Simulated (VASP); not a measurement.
Ni, 1 atom in the cell. Symmetry: Fm-3m, No. 225, cubic system. The conventional cell has a = 3.519 Å, b = 3.519 Å, c = 3.519 Å, α = 90.00°, β = 90.00°, γ = 90.00°. Ni (site symmetry m-3m) has 12 Ni at 2.49 Å within 3.3 Å. 

| Quantity | Value |
| --- | --- |
| Program | VASP 6.6.1 |
| Task | single point |
| Functional | PBE |
| Potentials or basis | VASP PAW PBE potentials, release 64 (Ni) |
| Cutoff | 520 eV |
| k mesh | 20 × 20 × 20 |
| Occupations | gaussian, width 0.1 eV |
| Spin | collinear spin, ferromagnetic start |
| Starting moments | [0.81] μB |
| Dipole correction | no |
| Further INCAR settings | ALGO = Normal; EDIFF = 1e-06; NBANDS = 15 |

Potentials or basis: VASP PAW PBE potentials, release 64 (Ni).

Launch:

```console
$ cat potpaw_PBE.64/Ni/POTCAR > POTCAR
$ mpirun -np 1 vasp_std > vasp.out
```

Hardware: 1 thread of Intel(R) Xeon(R) 6975P-C (Granite Rapids), with other jobs on the host.

Estimate the wall time of this run.

Run time: 38 s on 1 thread of Intel(R) Xeon(R) 6975P-C (Granite Rapids) (shared host), peak memory 0.18 GiB. Counts: scf iterations 12, k points 256.
